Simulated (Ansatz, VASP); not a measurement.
One calculation of Al, two programs

File INCAR:

```
PREC = Accurate
ENCUT = 600
EDIFF = 1E-6
ISMEAR = 0
SIGMA = 0.1
LREAL = F
LASPH = T
NELM = 100
ALGO = Normal
ISIF = 3
LWAVE = F
LCHARG = F
IBRION = 2
NSW = 80
EDIFFG = -0.003
```

KPOINTS

```
Automatic mesh
0
Gamma
  24 24 24
```

POSCAR

```
Al
1.0
    0.0000000000      2.0250000000      2.0250000000
    2.0250000000      0.0000000000      2.0250000000
    2.0250000000      2.0250000000      0.0000000000
Al
1
Direct
    0.0000000000      0.0000000000      0.0000000000
```

Input for Ansatz:

```yaml
crystal:
  lattice:
    - [0.0, 2.025, 2.025]
    - [2.025, 0.0, 2.025]
    - [2.025, 2.025, 0.0]
  atoms:
    - { symbol: Al, position: [0.0, 0.0, 0.0] }
scf:
  occupations: { method: gaussian, width: 0.1 }
output:
  forces: true
  stress: true
  eigenvalues: true
  write_density: true
  write_potential: true
  elf: true
  volumetric_format: npy
hamiltonian:
  xc: lda
relax:
  f_tol: 0.003
  max_steps: 60
  cell: { stress_tol: 0.02 }
kpoints:
  mp_grid: { grid: [24, 24, 24] }
```

Alike in both runs: task relaxation of cell and atoms; functional LDA; k mesh 24 × 24 × 24; occupations gaussian, width 0.1 eV; no spin polarisation.

```csv
,VASP,Ansatz
version,VASP 6.6.1,Ansatz 0.2.0
potentials or method,"VASP PAW LDA potentials, release 64 (Al)","scalar-relativistic, plane waves, PAW"
plane-wave cutoff (eV),600,420
valence electrons in the cell,3,3
```

```tsv
	VASP	Ansatz	Ansatz less VASP
gap on the k mesh at the Fermi level, each at its own relaxed structure (eV)	none	none	-
relaxed volume (Å³/atom)	15.80	15.79	-0.014
relaxed cell length with the largest relative difference (Å)	2.817	2.816	-0.0008
```

LDA's correlation is that of Perdew and Zunger in VASP and of Perdew and Wang (1992) in Ansatz. A gap of «none» marks a metal or a gap that the smearing closes.
